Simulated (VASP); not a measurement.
Wanted: the native input for a VASP 6.6.1 run.

- Task: single point
- Functional: PBEsol
- Potentials or basis: VASP PAW PBE potentials, release 64 (Pb_d)
- Cutoff: 520 eV
- k mesh: 9 × 9 × 9
- Occupations: fermi-dirac, width 0.05 eV
- Spin: no spin polarisation
- Dipole correction: no
- Further INCAR settings: ALGO = Fast; EDIFF = 1e-06; NBANDS = 13

The structure of Pb lies in POSCAR:

```
Pb
1.0
   -1.9529041306      1.9529041306      1.9529041306
    1.9529041306     -1.9529041306      1.9529041306
    1.9529041306      1.9529041306     -1.9529041306
Pb
1
Direct
    0.0000000000      0.0000000000      0.0000000000
```

This cell differs from its parent crystal: volume scaled by 0.96.

One way to write it, as run:

INCAR

```
PREC     = Accurate       # precision mode
ENCUT    = 520            # plane-wave cutoff, eV
EDIFF    = 1E-6           # SCF threshold, eV
ISMEAR   = -1             # smearing method
SIGMA    = 0.05           # smearing width, eV
LREAL    = F              # projectors in reciprocal space
LASPH    = T              # aspherical terms in the spheres
NELM     = 60             # most SCF steps
ALGO     = Fast           # electronic algorithm
ISIF     = 2              # what is computed and relaxed
LWAVE    = F              # write WAVECAR
LCHARG   = T              # write CHGCAR
GGA      = PS             # functional
LELF     = T              # ELF
LVHAR    = T            
NBANDS   = 13             # bands
```

KPOINTS

```
regular mesh
0
Gamma
  9 9 9
```

Potentials or basis: VASP PAW PBE potentials, release 64 (Pb_d).

The run is started by

```console
$ cat potpaw_PBE.64/Pb_d/POTCAR > POTCAR
$ mpirun -np 1 vasp_std > vasp.out
```

Results of the run:

| Item | Value |
| --- | --- |
| Pressure | -0.3 GPa |
| Band gap on the k mesh | zero (band 7 reaches 15.09 eV, above the bottom of band 8 at 5.17 eV) |

Caveat: the PAW data sets were made with another functional, which shifts forces and pressure a little; spin-orbit coupling is left out, which moves the levels of the heavy elements.

Wall time 11 s on 1 thread of Intel(R) Xeon(R) 6975P-C (Granite Rapids), on a shared host, peak memory 0.15 GiB.
